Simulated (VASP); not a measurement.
# Ru: single point with PBE+D3(BJ)

Ru:

```
Ru
1.0
     2.69753    0.00000    0.00000
    -1.34876    2.33613    0.00000
     0.00000    0.00000    4.26570
Ru
2
Direct
  0.33333 0.66667 0.25000
  0.66667 0.33333 0.75000
```

| Quantity | Value |
| --- | --- |
| Program | VASP 6.6.1 |
| Task | single point |
| Functional | PBE |
| Dispersion | D3(BJ) |
| Potentials or basis | VASP PAW PBE potentials, release 64 (Ru_pv) |
| Cutoff | 520 eV |
| k mesh | 18 × 18 × 10 |
| Occupations | gaussian, width 0.1 eV |
| Spin | no spin polarisation |

```
Pressure                   : 0.0 GPa
Band gap on the k mesh     : zero (bands 14 and 15 overlap by 3.18 eV)
Dispersion energy per atom : -0.631 eV
```

Levels at points of the mesh, in eV from the Fermi level:
```tsv
k point	band 10	band 11	band 12	band 13	band 14	band 15	band 16	band 17	band 18	band 19
(0.00, 0.00, 0.00)	-2.63	-2.44	-1.93	-1.93	-1.41	-1.41	1.21	1.21	1.32	10.37
(0.50, 0.00, 0.00)	-3.06	-2.09	-1.80	-1.53	1.45	1.88	1.96	4.13	6.21	10.42
(0.00, 0.00, 0.50)	-2.80	-2.80	-2.80	-2.73	-2.73	0.56	0.56	0.56	0.56	10.42
(0.50, 0.00, 0.50)	-4.58	-1.07	-1.07	0.46	0.46	1.71	1.71	3.44	3.44	10.41
```

It took 2 min on 1 thread of Intel Xeon 8259CL, with other jobs on the host, peak memory 0.22 GiB.
